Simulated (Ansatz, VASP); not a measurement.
# LiH in VASP and in Ansatz

```xyz
2
Lattice="0.0000 1.9985 1.9985 1.9985 0.0000 1.9985 1.9985 1.9985 0.0000" Properties=species:S:1:pos:R:3 pbc="T T T"
Li    0.0000    0.0000    0.0000
H     1.9985    1.9985    1.9985
```

Alike in both runs: task single point; functional PBE-based screened hybrid; k mesh 6 × 6 × 6; no spin polarisation.

|  | VASP | Ansatz |
| --- | --- | --- |
| version | VASP 6.6.1 | Ansatz 0.2.0 |
| potentials or method | VASP PAW PBE potentials, release 64 (Li_sv, H) | plane waves |
| plane-wave cutoff (eV) | 520 | 420 |
| occupations | gaussian, width 0.01 eV | fixed |
| valence electrons in the cell | 4 | 4 |

```csv
,VASP,Ansatz,Ansatz less VASP
gap on the k mesh at the Fermi level (eV),4.59,4.59,-0.001
```

VASP's potentials were made for PBE, not for PBE-based screened hybrid. Ansatz's warnings: stress exchange threshold loose, stress scf threshold loose.

The k mesh is coarse, so the values compare programs but aren't converged. Noted on VASP's run: the cutoff is short for stress, so the pressure is rough.
